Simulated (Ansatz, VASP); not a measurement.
**Two plane-wave programs on Sr2C**

```xyz
3
Lattice="0.0000 3.3601 3.3601 3.3601 0.0000 3.3601 3.3601 3.3601 0.0000" Properties=species:S:1:pos:R:3 pbc="T T T"
C     0.0000    0.0000    0.0000
Sr    1.6801    1.6801    1.6801
Sr    5.0402    5.0402    5.0402
```

Alike in both runs: task single point; functional HSE06; k mesh 4 × 4 × 4; occupations fermi-dirac, width 0.02 eV; no spin polarisation.

|  | VASP | Ansatz |
| --- | --- | --- |
| version | VASP 6.6.1 | Ansatz 0.2.0 |
| potentials or method | VASP PAW PBE potentials, release 64 (C, Sr_sv) | plane waves |
| plane-wave cutoff (eV) | 520 | 420 |
| valence electrons in the cell | 24 | 24 |

Ansatz gave:

```
pressure (GPa) : 0.2
```

Problem. Which values does VASP return?

Solution. Pressure (GPa): 0.4.

Ansatz's warnings: stress exchange threshold loose, stress scf threshold loose.
